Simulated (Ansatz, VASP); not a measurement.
## One calculation of Si, two programs

Contents of INCAR:

```
SYSTEM = Si
PREC = Accurate
ENCUT = 520
EDIFF = 1E-6
ISMEAR = 0
SIGMA = 0.1
LREAL = .FALSE.
LASPH = .TRUE.
NELM = 80
ALGO = Normal
ISIF = 2
LWAVE = .FALSE.
LCHARG = .TRUE.
LDIPOL = .TRUE.
IDIPOL = 3
DIPOL = 0.5 0.5 0.385
GGA = PE
IVDW = 12
LELF = .TRUE.
LVHAR = .TRUE.
LVACPOTAV = .TRUE.
NBANDS = 16
```

The input KPOINTS:

```
regular mesh
0
G
  9 9 1
  0 0 0
```

File POSCAR:

```
Si
1.0
    3.8472023583      0.0000000000      0.0000000000
   -1.9236011792      3.3317749758      0.0000000000
    0.0000000000      0.0000000000     18.4446971468
Si
4
Direct
    0.3333333333      0.6666666667      0.2695814702
    0.6666666667      0.3333333333      0.2439725610
    0.5000000000      1.3333333333      0.5256089091
    0.8333333333      1.0000000000      0.5000000000
```

Input for Ansatz:

```yaml
crystal:
  lattice:
    - [3.8472023583, 0.0, 0.0]
    - [-1.9236011791, 3.3317749758, 0.0]
    - [0.0, 0.0, 18.4446971457]
  atoms:
    - { symbol: Si, position: [0.3333333333, 0.6666666667, 0.2695814701] }
    - { symbol: Si, position: [0.6666666667, 0.3333333333, 0.243972561] }
    - { symbol: Si, position: [0.5, 1.3333333333, 0.5256089091] }
    - { symbol: Si, position: [0.8333333333, 1.0, 0.5] }
basis:
  ecutwfc: 420
kpoints:
  mp_grid: { grid: [9, 9, 1] }
hamiltonian:
  xc: pbe
  dispersion: d3bj
scf:
  occupations: { method: gaussian, width: 0.1 }
output:
  forces: true
  eigenvalues: true
efield:
  axis: 3
  dipole_correction: true
  ramp_width: 0.04
```

Alike in both runs: task single point; functional PBE; dispersion D3(BJ); k mesh 9 × 9 × 1; occupations gaussian, width 0.1 eV; no spin polarisation.

```csv
,VASP,Ansatz
version,VASP 6.6.1,Ansatz 0.2.0
potentials or method,"VASP PAW PBE potentials, release 64 (Si), cutoff 520 eV","scalar-relativistic, plane waves, PAW"
valence electrons in the cell,16,16
```

|  | VASP | Ansatz | Ansatz less VASP |
| --- | --- | --- | --- |
| gap on the k mesh at the Fermi level (eV) | 0.20 | 0.20 | 0.000 |
| least direct gap on the mesh (eV) | 0.20 | 0.20 | 0.000 |
| rms of the force components (eV/Å) | 0.048 | 0.050 | +0.0015 |

Atom by atom the forces differ by 0.004 eV/Å (rms over components).
